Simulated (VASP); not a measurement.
# KF (Fm-3m) in VASP: single point with r2SCAN

Aim: the single point of KF with r2SCAN.

All numbers are computed with VASP 6.6.1; they aren't measurements. Logs are shortened: lines on timing, memory, paths and dates and some standing lists are left out, and cuts for length are marked.

## 1. The cell of the first run

It takes space group Fm-3m (No. 225, cubic). The conventional cell has a = 5.232 Å, b = 5.232 Å, c = 5.232 Å, α = 90.00°, β = 90.00°, γ = 90.00°. Within 3.5 Å of F (site symmetry m-3m) lie 6 K at 2.62 Å. K (site symmetry m-3m) has 6 F at 2.62 Å within 3.5 Å.

## 2. Single point, r2SCAN

Contents of POSCAR:

```
KF
1.0
    0.0000000000      2.6160520000      2.6160520000
    2.6160520000      0.0000000000      2.6160520000
    2.6160520000      2.6160520000      0.0000000000
F K
1 1
Direct
    0.5000000000      0.5000000000      0.5000000000
    0.0000000000      0.0000000000      0.0000000000
```

Contents of INCAR.step1:

```
ALGO = Normal ; EDIFF = 1E-5
ENCUT = 660 ; GGA = PE
GGA_COMPAT = F ; ISMEAR = -1
LASPH = T ; LCHARG = F
LREAL = F ; LWAVE = T
NBANDS = 15 ; NELM = 120
PREC = Accurate ; SIGMA = 0.1
```

Contents of INCAR.step2:

```
ALGO = Normal ; EDIFF = 1E-6
ENCUT = 660 ; GGA_COMPAT = F
ISIF = 2 ; ISMEAR = -1
ISTART = 1 ; LASPH = T
LCHARG = T ; LELF = T
LMIXTAU = T ; LREAL = F
LVHAR = T ; LWAVE = F
METAGGA = R2SCAN ; NBANDS = 15
NELM = 120 ; PREC = Accurate
SIGMA = 0.1
```

Contents of KPOINTS:

```
k-points
0
Gamma
  8 8 8
```

Potentials or basis: VASP PAW PBE potentials, release 64 (F, K_sv).

Started as:

```sh
cat potpaw_PBE.64/F/POTCAR potpaw_PBE.64/K_sv/POTCAR > POTCAR
cp INCAR.step1 INCAR
mpirun -np 1 vasp_std > vasp.out
cp INCAR.step2 INCAR
mpirun -np 1 vasp_std > vasp.out
```

OUTCAR:

```text
EDIFF = 1E-6
   ENCUT = 660
   ISIF = 2
   ISMEAR = -1
   ISTART = 1
   LASPH = T
   LREAL = F
   METAGGA = R2SCAN
   NELM = 120
   PREC = Accurate

 ion  position               nearest neighbor table
   1  0.500  0.500  0.500-   2 2.62   2 2.62   2 2.62   2 2.62   2 2.62   2 2.62
   2  0.000  0.000  0.000-   1 2.62   1 2.62   1 2.62   1 2.62   1 2.62   1 2.62

  LATTYP: Found a face centered cubic cell.
 ALAT       =     5.2321040000

  Lattice vectors:

 A1 = (   0.0000000000,   2.6160520000,   2.6160520000)
 A2 = (   2.6160520000,   0.0000000000,   2.6160520000)
 A3 = (   2.6160520000,   2.6160520000,   0.0000000000)

Analysis of symmetry for initial positions (statically):
=====================================================================
 Subroutine PRICEL returns:
 Original cell was already a primitive cell.

 Routine SETGRP: Setting up the symmetry group for a
 face centered cubic supercell.

 Subroutine GETGRP returns: Found 48 space group operations
 (whereof 48 operations were pure point group operations)
 out of a pool of 48 trial point group operations.

The static configuration has the point symmetry O_h .

Analysis of symmetry for dynamics (positions and initial velocities):
=====================================================================
 Subroutine PRICEL returns:
 Original cell was already a primitive cell.

 Routine SETGRP: Setting up the symmetry group for a
 face centered cubic supercell.

 Subroutine GETGRP returns: Found 48 space group operations
 (whereof 48 operations were pure point group operations)
 out of a pool of 48 trial point group operations.

The dynamic configuration has the point symmetry O_h .

 Subroutine INISYM returns: Found 48 space group operations
 (whereof 48 operations are pure point group operations),
 and found     1 'primitive' translations

----------------------------------------------------------------------------------------

                                     Primitive cell

  volume of cell :      35.8071

  direct lattice vectors                    reciprocal lattice vectors
     0.000000000  2.616052000  2.616052000    -0.191127699  0.191127699  0.191127699
     2.616052000  0.000000000  2.616052000     0.191127699 -0.191127699  0.191127699
     2.616052000  2.616052000  0.000000000     0.191127699  0.191127699 -0.191127699

  length of vectors
     3.699656218  3.699656218  3.699656218     0.331042886  0.331042886  0.331042886

  position of ions in fractional coordinates (direct lattice)
     0.500000000  0.500000000  0.500000000
     0.000000000  0.000000000  0.000000000

  ion indices of the primitive-cell ions
   primitive index   ion index
                 1           1
                 2           2

----------------------------------------------------------------------------------------

 KPOINTS: k-points

Automatic generation of k-mesh.
 Grid dimensions read from file:
 generate k-points for:    8    8    8

 Generating k-lattice:

  Cartesian coordinates                     Fractional coordinates (reciprocal lattice)
    -0.023890962  0.023890962  0.023890962     0.125000000  0.000000000  0.000000000
     0.023890962 -0.023890962  0.023890962     0.000000000  0.125000000  0.000000000
     0.023890962  0.023890962 -0.023890962     0.000000000  0.000000000  0.125000000

  Length of vectors
     0.041380361  0.041380361  0.041380361

  Shift w.r.t. Gamma in fractional coordinates (k-lattice)
     0.000000000  0.000000000  0.000000000

 Subroutine IBZKPT returns following result:
 ===========================================

 Found     29 irreducible k-points:

 Following reciprocal coordinates:
            Coordinates               Weight
  0.000000  0.000000  0.000000      1.000000
  0.125000  0.000000  0.000000      8.000000
  0.250000  0.000000  0.000000      8.000000
  0.375000  0.000000  0.000000      8.000000
  0.500000  0.000000  0.000000      4.000000
  0.125000  0.125000  0.000000      6.000000
[... 16 lines left out ...]
  0.500000  0.250000  0.125000     48.000000
 -0.375000  0.250000  0.125000     24.000000
 [... further k-points ...]
   k-points           NKPTS =     29   k-points in BZ     NKDIM =     29   number of bands    NBANDS=     15
   number of dos      NEDOS =    301   number of ions     NIONS =      2
   total plane-waves  NPLWV =  32768
   dimension x,y,z NGX =    32 NGY =   32 NGZ =   32
   dimension x,y,z NGXF=    64 NGYF=   64 NGZF=   64
   ions per type =               1   1
   NGX,Y,Z   is equivalent  to a cutoff of  14.38, 14.38, 14.38 a.u.
   NGXF,Y,Z  is equivalent  to a cutoff of  28.76, 28.76, 28.76 a.u.
 SYSTEM =  unknown system
   PREC   = accura    normal or accurate (medium, high low for compatibility)
   ISTART =      1    job   : 0-new  1-cont  2-samecut
   ICHARG =      0    charge: 1-file 2-atom 10-const
   ISPIN  =      1    spin polarized calculation?
   LNONCOLLINEAR =      F non collinear calculations
   LSORBIT =      F    spin-orbit coupling
   LASPH  =      T    aspherical Exc in radial PAW
   ENCUT  =  660.0 eV  48.51 Ry    6.96 a.u.   7.75  7.75  7.75*2*pi/ulx,y,z
   NELM   =    120;   NELMIN=  2; NELMDL=  0     # of ELM steps
   EDIFF  = 0.1E-05   stopping-criterion for ELM
   LREAL  =      F    real-space projection
   EDIFFG = 0.1E-04   stopping-criterion for IOM
   NSW    =      0    number of steps for IOM
   IBRION =     -1    ionic relax: 0-MD 1-quasi-New 2-CG
   NFREE  =      0    steps in history (QN), initial steepest desc. (CG)
   ISIF   =      2    stress and relaxation
   ISYM   =      2    0-nonsym 1-usesym 2-fastsym
   POTIM  = 0.5000    time-step for ionic-motion
   TEBEG  =    0.0;   TEEND  =   0.0 temperature during run
   PSTRESS=    0.0 pullay stress
   NELECT =      16.0000    total number of electrons
   NUPDOWN=      -1.0000    fix difference up-down
   EMIN   =  10.00;   EMAX   =-10.00  energy-range for DOS
   EFERMI =   0.00;   METHOD = LEGACY
   ISMEAR =    -1;   SIGMA  =   0.10  broadening in eV -4-tet -1-fermi 0-gaus
   EFERMI_NEDOS =   21; number of points for ismear=-14 and -15
   IALGO  =     38    algorithm
   IMIX   =      4    mixing-type and parameters
     AMIX     =   0.40;   BMIX     =  1.00
     AMIX_MAG =   1.60;   BMIX_MAG =  1.00
  volume/ion in A,a.u.               =      17.90       120.82
  Fermi-wavevector in a.u.,A,eV,Ry     =   1.251580  2.365142 21.312864  1.566451
  Thomas-Fermi vector in A             =   2.385520
   LORBIT       =      0    0 simple, 1 ext, 2 COOP (PROOUT), +10 PAW based schemes
   METAGGA = R2SCAN    functional components
   LHFCALC =     F    Hartree Fock is set to
   AEXX    =    0.0000 exact exchange contribution
   IVDW    =     0    specifies the selected vdW correction
   LEPSILON=     F    determine dielectric tensor
   LRPA    =     F    only Hartree local field effects (RPA)
 non-spin polarized calculation
  energy-cutoff  :      660.00
  volume of cell :       35.81
 maximum number of plane-waves:      1411
   NGX = 15   NGY = 15   NGZ = 15

 number of electron      16.0000005 magnetization

 Free energy of the ion-electron system (eV)
  ---------------------------------------------------
  ext. energy  EPLUGINS =         0.00000000
  ---------------------------------------------------
  free energy    TOTEN  =       -14.96455802 eV

  energy without entropy =      -14.96455802  energy(sigma->0) =      -14.96455802

 E-fermi :  -0.7933     XC(G=0):  -9.2201

 val. band max:       -3.1820167032   @ k =   0.0000   0.0000   0.0000
 cond. band min:       4.0035436047   @ k =   0.0000   0.0000   0.0000
 fundamental gap:      7.1855603079
 Fermi energy:        -0.7933048377

 k-point     1 :       0.0000    0.0000    0.0000
  band No.  band energies     occupation
      1     -30.1295      2.00000
      2     -23.0026      2.00000
      3     -12.5634      2.00000
      4     -12.5634      2.00000
      5     -12.5634      2.00000
      6      -3.1820      2.00000
      7      -3.1820      2.00000
      8      -3.1820      2.00000
      9       4.0035      0.00000
     10       8.4449      0.00000
     11       8.4449      0.00000
     12       8.4449      0.00000
     13      10.3971      0.00000
     14      10.3971      0.00000
     15      14.4461      0.00000

 k-point     2 :       0.1250    0.0000    0.0000
  band No.  band energies     occupation
      1     -30.1110      2.00000
      2     -23.0204      2.00000
      3     -12.6097      2.00000
      4     -12.5691      2.00000
      5     -12.5691      2.00000
      6      -3.3272      2.00000
      7      -3.2414      2.00000
      8      -3.2414      2.00000
      9       4.4601      0.00000
     10       8.1435      0.00000
     11       8.6762      0.00000
     12       8.6762      0.00000
     13      10.5633      0.00000
     14      10.5633      0.00000
     15      15.3145      0.00000

 k-point     3 :       0.2500    0.0000    0.0000
  band No.  band energies     occupation
      1     -30.0659      2.00000
      2     -23.0641      2.00000
      3     -12.7206      2.00000
      4     -12.5827      2.00000
      5     -12.5827      2.00000
      6      -3.6389      2.00000
      7      -3.3818      2.00000
      8      -3.3818      2.00000
      9       5.5799      0.00000
     10       7.7667      0.00000
     11       9.2579      0.00000
     12       9.2579      0.00000
     13      11.0645      0.00000
     14      11.0645      0.00000
     15      16.7201      0.00000
[... 343 lines left out ...]
 k-point    23 :       0.5000    0.2500    0.1250
  band No.  band energies     occupation
      1     -30.0004      2.00000
      2     -23.0925      2.00000
      3     -12.8866      2.00000
      4     -12.8019      2.00000
      5     -12.6359      2.00000
      6      -3.7685      2.00000
      7      -3.5107      2.00000
      8      -3.3352      2.00000
      9       6.9513      0.00000
     10       7.4119      0.00000
     11       9.7942      0.00000
     12      10.5566      0.00000
     13      11.6854      0.00000
     14      12.7053      0.00000
     15      14.8776      0.00000

 k-point    24 :      -0.3750    0.2500    0.1250
  band No.  band energies     occupation
      1     -29.9859      2.00000
      2     -23.1009      2.00000
      3     -12.9395      2.00000
      4     -12.8221      2.00000
      5     -12.6439      2.00000
      6      -3.7758      2.00000
      7      -3.4797      2.00000
      8      -3.4435      2.00000
      9       7.0807      0.00000
     10       7.8438      0.00000
     11       9.7885      0.00000
     12      10.7547      0.00000
     13      12.1909      0.00000
     14      13.3124      0.00000
     15      13.8898      0.00000

 [... further k-points ...]
[... 5 lines left out ...]
  --------------------------------------------------------------------------------------
  -------------------------------------------------------------------------------------
  Total        0.4317833      0.4317833      0.4317833      0.0000000     -0.0000000     -0.0000000
  in kB       19.3200078     19.3200078     19.3200078      0.0000000     -0.0000000     -0.0000000
  external PRESSURE =      19.3200078 kB  Pullay stress =       0.0000000 kB

 VOLUME and BASIS-vectors are now :
 -----------------------------------------------------------------------------
  energy-cutoff  :      660.00
  volume of cell :       35.81
      direct lattice vectors                 reciprocal lattice vectors
     0.000000000  2.616052000  2.616052000    -0.191127699  0.191127699  0.191127699
     2.616052000  0.000000000  2.616052000     0.191127699 -0.191127699  0.191127699
     2.616052000  2.616052000  0.000000000     0.191127699  0.191127699 -0.191127699

 POSITION                                       TOTAL-FORCE (eV/Angst)
 -----------------------------------------------------------------------------------
      2.61605      2.61605      2.61605         0.000000     -0.000000      0.000000
      0.00000      0.00000      0.00000        -0.000000      0.000000     -0.000000
 -----------------------------------------------------------------------------------
    total drift:                                0.000000     -0.000000      0.000000

  FREE ENERGIE OF THE ION-ELECTRON SYSTEM (eV)
  ---------------------------------------------------
  free  energy   TOTEN  =       -14.9645580220 eV

  energy  without entropy=      -14.9645580219  energy(sigma->0) =      -14.96455802
```

Wall time 67 s (1 thread of Intel Xeon 8259CL, shared host); peak memory 0.19 GiB.

What came out:

```
Free energy            : -14.9646 eV
Pressure               : 1.9 GPa
Band gap on the k mesh : 7.19 eV
```

Levels at points of the mesh, in eV from the valence-band top:
```csv
k point,band 6,band 7,band 8,band 9,band 10,band 11
"(0.00, 0.00, 0.00)",0.00,0.00,0.00,7.19,11.63,11.63
"(0.50, 0.00, 0.00)",-0.83,-0.39,-0.39,9.95,11.74,13.23
"(0.50, 0.50, 0.00)",-0.16,-0.04,-0.04,8.81,11.59,12.96
```

Caveat: the PAW data sets were made with another functional, which shifts forces and pressure a little. A k mesh can miss the band edges.
